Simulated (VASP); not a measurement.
# Ge2Sb2Te5 (P-3m1) in VASP: notebook

Ge2Sb2Te5 is run at these levels: r2SCAN; tasks: single point.

Program: VASP 6.6.1. These are calculated values, not measurements. Logs are shortened: lines on timing, memory, paths and dates and some standing lists are left out, and cuts for length are marked.

## Step 1: The cell of the first run

Symmetry: P-3m1, No. 164, trigonal system. Conventional cell: a = 4.294 Å, b = 4.294 Å, c = 17.101 Å, α = 90.00°, β = 90.00°, γ = 120.00°. Ge (site symmetry 3m) has 6 Te at 3.00 to 3.04 Å within 3.9 Å. Within 4.0 Å of Sb (site symmetry 3m) lie 6 Te at 3.01 to 3.20 Å. Te (site symmetry -3m) has 6 Ge at 3.04 Å within 4.0 Å. Te (site symmetry 3m) has 3 Ge at 3.00 Å and 3 Sb at 3.20 Å within 3.9 Å. Te (site symmetry 3m) has 3 Sb at 3.01 Å and 3 Te at 3.70 Å within 4.0 Å.

## Step 2: Single point, r2SCAN

POSCAR reads:

```
Ge2Sb2Te5
1.0
    4.2940644200      0.0000000000      0.0000000000
   -2.1470322100      3.7187688800      0.0000000000
    0.0000000000      0.0000000000     17.1013460000
Ge Sb Te
2 2 5
Direct
    0.3333333300      0.6666666700      0.8971050000
    0.6666666700      0.3333333300      0.1028950000
    0.0000000000      0.0000000000      0.6799320000
    0.0000000000      0.0000000000      0.3200680000
    0.0000000000      0.0000000000      0.0000000000
    0.6666666700      0.3333333300      0.7984580000
    0.3333333300      0.6666666700      0.2015420000
    0.3333333300      0.6666666700      0.5801080000
    0.6666666700      0.3333333300      0.4198920000
```

INCAR.step1 reads:

```
  PREC = Accurate
  ENCUT = 520
  ISMEAR = 0
  SIGMA = 0.1
  LREAL = False
  LASPH = True
  NELM = 100
  NBANDS = 44
  GGA = PE
  ALGO = Normal
  EDIFF = 1E-4
  LWAVE = True
  LCHARG = False
```

INCAR.step2 reads:

```
  PREC = Accurate
  ENCUT = 520
  EDIFF = 1E-7
  ISMEAR = 0
  SIGMA = 0.1
  LREAL = False
  LASPH = True
  NELM = 100
  ALGO = Normal
  ISIF = 2
  LWAVE = False
  LCHARG = True
  METAGGA = R2SCAN
  LMIXTAU = True
  LELF = True
  LVHAR = True
  NBANDS = 44
  ISTART = 1
```

KPOINTS reads:

```
regular mesh
0
Gamma
  6 6 1
```

Potentials or basis: VASP PAW PBE potentials, release 64 (Ge_d, Sb, Te).

Launch:

```sh
$ cat potpaw_PBE.64/Ge_d/POTCAR potpaw_PBE.64/Sb/POTCAR potpaw_PBE.64/Te/POTCAR > POTCAR
$ cp INCAR.step1 INCAR
$ mpirun -np 1 vasp_std > vasp.out
$ cp INCAR.step2 INCAR
$ mpirun -np 1 vasp_std > vasp.out
```

OUTCAR:

```text
PREC = Accurate
   ENCUT = 520
   EDIFF = 1E-7
   ISMEAR = 0
   LREAL = False
   LASPH = True
   NELM = 100
   ISIF = 2
   METAGGA = R2SCAN
   ISTART = 1

 ion  position               nearest neighbor table
   1  0.333  0.667  0.897-   6 3.00   6 3.00   6 3.00   5 3.04   5 3.04   5 3.04
   2  0.667  0.333  0.103-   7 3.00   7 3.00   7 3.00   5 3.04   5 3.04   5 3.04
   3  0.000  0.000  0.680-   8 3.01   8 3.01   8 3.01   6 3.20   6 3.20   6 3.20
   4  0.000  0.000  0.320-   9 3.01   9 3.01   9 3.01   7 3.20   7 3.20   7 3.20
   5  0.000  0.000  0.000-   1 3.04   2 3.04   2 3.04   1 3.04   2 3.04   1 3.04
   6  0.667  0.333  0.798-   1 3.00   1 3.00   1 3.00   3 3.20   3 3.20   3 3.20
   7  0.333  0.667  0.202-   2 3.00   2 3.00   2 3.00   4 3.20   4 3.20   4 3.20
   8  0.333  0.667  0.580-   3 3.01   3 3.01   3 3.01
   9  0.667  0.333  0.420-   4 3.01   4 3.01   4 3.01

  LATTYP: Found a hexagonal cell.
 ALAT       =     4.2940644200
 C/A-ratio  =     3.9825545980

  Lattice vectors:

 A1 = (   4.2940644200,   0.0000000000,   0.0000000000)
 A2 = (  -2.1470322100,   3.7187688800,   0.0000000000)
 A3 = (   0.0000000000,   0.0000000000,  17.1013460000)

Analysis of symmetry for initial positions (statically):
=====================================================================
 Subroutine PRICEL returns:
 Original cell was already a primitive cell.

 Routine SETGRP: Setting up the symmetry group for a
 hexagonal supercell.

 Subroutine GETGRP returns: Found 12 space group operations
 (whereof 12 operations were pure point group operations)
 out of a pool of 24 trial point group operations.

The static configuration has the point symmetry D_3d.

Analysis of symmetry for dynamics (positions and initial velocities):
=====================================================================
 Subroutine PRICEL returns:
 Original cell was already a primitive cell.

 Routine SETGRP: Setting up the symmetry group for a
 hexagonal supercell.

 Subroutine GETGRP returns: Found 12 space group operations
 (whereof 12 operations were pure point group operations)
 out of a pool of 24 trial point group operations.

The dynamic configuration has the point symmetry D_3d.

 Subroutine INISYM returns: Found 12 space group operations
 (whereof 12 operations are pure point group operations),
 and found     1 'primitive' translations

----------------------------------------------------------------------------------------

                                     Primitive cell

  volume of cell :     273.0851

  direct lattice vectors                    reciprocal lattice vectors
     4.294064420  0.000000000  0.000000000     0.232879599  0.134453099  0.000000000
    -2.147032210  3.718768880  0.000000000     0.000000000  0.268906198  0.000000000
     0.000000000  0.000000000 17.101346000     0.000000000  0.000000000  0.058474929

  length of vectors
     4.294064420  4.294064426 17.101346000     0.268906198  0.268906198  0.058474929

  position of ions in fractional coordinates (direct lattice)
     0.333333330  0.666666670  0.897105000
     0.666666670  0.333333330  0.102895000
     0.000000000  0.000000000  0.679932000
     0.000000000  0.000000000  0.320068000
     0.000000000  0.000000000  0.000000000
     0.666666670  0.333333330  0.798458000
     0.333333330  0.666666670  0.201542000
     0.333333330  0.666666670  0.580108000
     0.666666670  0.333333330  0.419892000

  ion indices of the primitive-cell ions
   primitive index   ion index
                 1           1
                 2           2
                 3           3
                 4           4
                 5           5
                 6           6
                 7           7
                 8           8
                 9           9

----------------------------------------------------------------------------------------

 KPOINTS: regular mesh

Automatic generation of k-mesh.
 Grid dimensions read from file:
 generate k-points for:    6    6    1

 Generating k-lattice:

  Cartesian coordinates                     Fractional coordinates (reciprocal lattice)
     0.038813266  0.022408850  0.000000000     0.166666667 -0.000000000  0.000000000
     0.000000000  0.044817700  0.000000000     0.000000000  0.166666667  0.000000000
     0.000000000  0.000000000  0.058474929     0.000000000  0.000000000  1.000000000

  Length of vectors
     0.044817700  0.044817700  0.058474929

  Shift w.r.t. Gamma in fractional coordinates (k-lattice)
     0.000000000  0.000000000  0.000000000

 Subroutine IBZKPT returns following result:
 ===========================================

 Found      7 irreducible k-points:

 Following reciprocal coordinates:
            Coordinates               Weight
  0.000000  0.000000  0.000000      1.000000
  0.166667 -0.000000  0.000000      6.000000
  0.333333  0.000000  0.000000      6.000000
  0.500000  0.000000  0.000000      3.000000
  0.166667  0.166667  0.000000      6.000000
  0.333333  0.166667  0.000000     12.000000
  0.333333  0.333333  0.000000      2.000000
   k-points           NKPTS =      7   k-points in BZ     NKDIM =      7   number of bands    NBANDS=     44
   number of dos      NEDOS =    301   number of ions     NIONS =      9
   total plane-waves  NPLWV = 131072
   dimension x,y,z NGX =    32 NGY =   32 NGZ =  128
   dimension x,y,z NGXF=    64 NGYF=   64 NGZF=  256
   ions per type =               2   2   5
   NGX,Y,Z   is equivalent  to a cutoff of  12.39, 12.39, 12.44 a.u.
   NGXF,Y,Z  is equivalent  to a cutoff of  24.78, 24.78, 24.89 a.u.
 SYSTEM =  unknown system
   PREC   = accura    normal or accurate (medium, high low for compatibility)
   ISTART =      1    job   : 0-new  1-cont  2-samecut
   ICHARG =      0    charge: 1-file 2-atom 10-const
   ISPIN  =      1    spin polarized calculation?
   LNONCOLLINEAR =      F non collinear calculations
   LSORBIT =      F    spin-orbit coupling
   LASPH  =      T    aspherical Exc in radial PAW
   ENCUT  =  520.0 eV  38.22 Ry    6.18 a.u.   7.98  7.98 31.80*2*pi/ulx,y,z
   NELM   =    100;   NELMIN=  2; NELMDL=  0     # of ELM steps
   EDIFF  = 0.1E-06   stopping-criterion for ELM
   LREAL  =      F    real-space projection
   EDIFFG = 0.1E-05   stopping-criterion for IOM
   NSW    =      0    number of steps for IOM
   IBRION =     -1    ionic relax: 0-MD 1-quasi-New 2-CG
   NFREE  =      0    steps in history (QN), initial steepest desc. (CG)
   ISIF   =      2    stress and relaxation
   ISYM   =      2    0-nonsym 1-usesym 2-fastsym
   POTIM  = 0.5000    time-step for ionic-motion
   TEBEG  =    0.0;   TEEND  =   0.0 temperature during run
   PSTRESS=    0.0 pullay stress
   NELECT =      68.0000    total number of electrons
   NUPDOWN=      -1.0000    fix difference up-down
   EMIN   =  10.00;   EMAX   =-10.00  energy-range for DOS
   EFERMI =   0.00;   METHOD = LEGACY
   ISMEAR =     0;   SIGMA  =   0.10  broadening in eV -4-tet -1-fermi 0-gaus
   EFERMI_NEDOS =   21; number of points for ismear=-14 and -15
   IALGO  =     38    algorithm
   IMIX   =      4    mixing-type and parameters
     AMIX     =   0.40;   BMIX     =  1.00
     AMIX_MAG =   1.60;   BMIX_MAG =  1.00
  volume/ion in A,a.u.               =      30.34       204.76
  Fermi-wavevector in a.u.,A,eV,Ry     =   1.029940  1.946304 14.432730  1.060776
  Thomas-Fermi vector in A             =   2.164013
   LORBIT       =      0    0 simple, 1 ext, 2 COOP (PROOUT), +10 PAW based schemes
   METAGGA = R2SCAN    functional components
   LHFCALC =     F    Hartree Fock is set to
   AEXX    =    0.0000 exact exchange contribution
   IVDW    =     0    specifies the selected vdW correction
   LEPSILON=     F    determine dielectric tensor
   LRPA    =     F    only Hartree local field effects (RPA)
 non-spin polarized calculation
 Gauss-broadening in eV      SIGMA  =   0.10
  energy-cutoff  :      520.00
  volume of cell :      273.09
 maximum number of plane-waves:      7390
 NGX is ok and might be reduce to    32
   NGX = 15   NGY = 15   NGZ = 63

 number of electron      67.9999999 magnetization

 Free energy of the ion-electron system (eV)
  ---------------------------------------------------
  ext. energy  EPLUGINS =         0.00000000
  ---------------------------------------------------
  free energy    TOTEN  =      -206.88282241 eV

  energy without entropy =     -206.88144575  energy(sigma->0) =     -206.88213408

 E-fermi :   6.2829     XC(G=0):  -9.9410

 val. band max:        6.1878454052   @ k =   0.0000   0.0000   0.0000
 cond. band min:       6.4029393927   @ k =   0.0000   0.0000   0.0000
 fundamental gap:      0.2150939875
 Fermi energy:         6.2828706734

 k-point     1 :       0.0000    0.0000    0.0000
  band No.  band energies     occupation
      1     -19.6007      2.00000
      2     -19.6006      2.00000
      3     -19.5999      2.00000
      4     -19.5999      2.00000
      5     -19.5923      2.00000
      6     -19.5920      2.00000
[... 36 lines left out ...]
     43       7.9791      0.00000
     44       9.0428      0.00000

 k-point     2 :       0.1667   -0.0000    0.0000
  band No.  band energies     occupation
      1     -19.6014      2.00000
      2     -19.6004      2.00000
      3     -19.6004      2.00000
      4     -19.5996      2.00000
      5     -19.5923      2.00000
      6     -19.5919      2.00000
[... 36 lines left out ...]
     43       8.9896      0.00000
     44       9.3450      0.00000

 k-point     3 :       0.3333    0.0000    0.0000
  band No.  band energies     occupation
      1     -19.6028      2.00000
      2     -19.6014      2.00000
      3     -19.6002      2.00000
      4     -19.5991      2.00000
      5     -19.5927      2.00000
      6     -19.5918      2.00000
[... 177 lines left out ...]
     43       9.9401      0.00000
     44      10.4605      0.00000

 k-point     7 :       0.3333    0.3333    0.0000
  band No.  band energies     occupation
      1     -19.6022      2.00000
      2     -19.6013      2.00000
      3     -19.6013      2.00000
      4     -19.5999      2.00000
      5     -19.5915      2.00000
      6     -19.5915      2.00000
[... 36 lines left out ...]
     43      10.0028      0.00000
     44      11.5116      0.00000

------------------------ aborting loop because EDIFF is reached ----------------------------------------

  FORCE on cell =-STRESS in cart. coord.  units (eV):
  Direction    XX          YY          ZZ          XY          YZ          ZX
  --------------------------------------------------------------------------------------
  -------------------------------------------------------------------------------------
  Total       -1.0689268     -1.0689268     -0.8162050      0.0000000      0.0000000      0.0000000
  in kB       -6.2713421     -6.2713421     -4.7886358      0.0000000      0.0000000      0.0000000
  external PRESSURE =      -5.7771067 kB  Pullay stress =       0.0000000 kB

 VOLUME and BASIS-vectors are now :
 -----------------------------------------------------------------------------
  energy-cutoff  :      520.00
  volume of cell :      273.09
      direct lattice vectors                 reciprocal lattice vectors
     4.294064420  0.000000000  0.000000000     0.232879599  0.134453099  0.000000000
    -2.147032210  3.718768880  0.000000000     0.000000000  0.268906198  0.000000000
     0.000000000  0.000000000 17.101346000     0.000000000  0.000000000  0.058474929

 POSITION                                       TOTAL-FORCE (eV/Angst)
 -----------------------------------------------------------------------------------
     -0.00000      2.47918     15.34170         0.000000     -0.000000      0.052809
      2.14703      1.23959      1.75964        -0.000000      0.000000     -0.052809
      0.00000      0.00000     11.62775         0.000000      0.000000     -0.003368
      0.00000      0.00000      5.47359         0.000000     -0.000000      0.003368
      0.00000      0.00000      0.00000         0.000000      0.000000      0.000000
      2.14703      1.23959     13.65471        -0.000000      0.000000      0.102495
     -0.00000      2.47918      3.44664         0.000000     -0.000000     -0.102495
     -0.00000      2.47918      9.92063         0.000000      0.000000      0.249407
      2.14703      1.23959      7.18072         0.000000      0.000000     -0.249407
 -----------------------------------------------------------------------------------
    total drift:                               -0.000000      0.000000      0.000000

  FREE ENERGIE OF THE ION-ELECTRON SYSTEM (eV)
  ---------------------------------------------------
  free  energy   TOTEN  =      -206.8828224106 eV

  energy  without entropy=     -206.8814457547  energy(sigma->0) =     -206.88213408
```

Run time: 5.4 min. Hardware: 1 thread of AMD EPYC 9R45 (Zen 5), shared host; peak memory 0.4 GiB.

Results:

```yaml
Free_energy: -206.8828 eV
Pressure: -0.6 GPa
Largest_force: 0.249 eV/Å
Band_gap_on_the_k_mesh: 0.22 eV
```

Forces in eV/Å, atoms in the order of the input:
```
Ge   0.000  0.000  0.053
Ge   0.000  0.000 -0.053
Sb   0.000  0.000 -0.003
Sb   0.000  0.000  0.003
Te   0.000  0.000  0.000
Te   0.000  0.000  0.102
Te   0.000  0.000 -0.102
Te   0.000  0.000  0.249
Te   0.000  0.000 -0.249
```

Caveat: semilocal functionals underestimate gaps, and a narrow one can read as zero; the PAW data sets were made with another functional, which shifts forces and pressure a little; spin-orbit coupling is left out, which moves the levels of the heavy elements.

(Continued in part 2 of 2.)
